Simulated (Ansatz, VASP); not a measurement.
Cs2RhC in VASP and in Ansatz

```xyz
4
Lattice="6.0627 0.0000 0.0000 -3.0313 5.2504 0.0000 0.0000 0.0000 3.8559" Properties=species:S:1:pos:R:3 pbc="T T T"
Cs    0.0000    3.5003    0.0000
Cs    3.0313    1.7501    0.0000
Rh    0.0000    0.0000    1.9279
C     0.0000    0.0000    0.0000
```

Alike in both runs: task single point; functional PBE; k mesh 3 × 3 × 4; occupations gaussian, width 0.1 eV; collinear spin.

```csv
,VASP,Ansatz
version,VASP 6.6.1,Ansatz 0.2.0
potentials or method,"VASP PAW PBE potentials, release 64 (Cs_sv, Rh_pv, C), cutoff 520 eV","scalar-relativistic, plane waves, PAW"
valence electrons in the cell,37,39
```

VASP gave:

```
gap on the k mesh at the Fermi level (eV)                     : none
pressure (GPa)                                                : 0.3
traceless stress, the component that is largest in VASP (GPa) : -0.24
net moment per atom (μB)                                      : 0.00
```

**Question.** What did Ansatz give for the same quantities?

**Answer.** gap on the k mesh at the Fermi level (eV): none; pressure (GPa): 0.3; traceless stress, the component that is largest in VASP (GPa): -0.15; net moment per atom (μB): 0.00.

A gap of «none» marks a metal or a gap that the smearing closes. VASP's potentials hold 37 valence electrons a cell and Ansatz's 39, so a difference there can come from the potentials and not from the codes. Ansatz's warnings: filled band counts differ across k points, seeded moment not kept.

The k mesh is coarse, so the values compare programs but aren't converged. Spin-orbit coupling is off throughout.
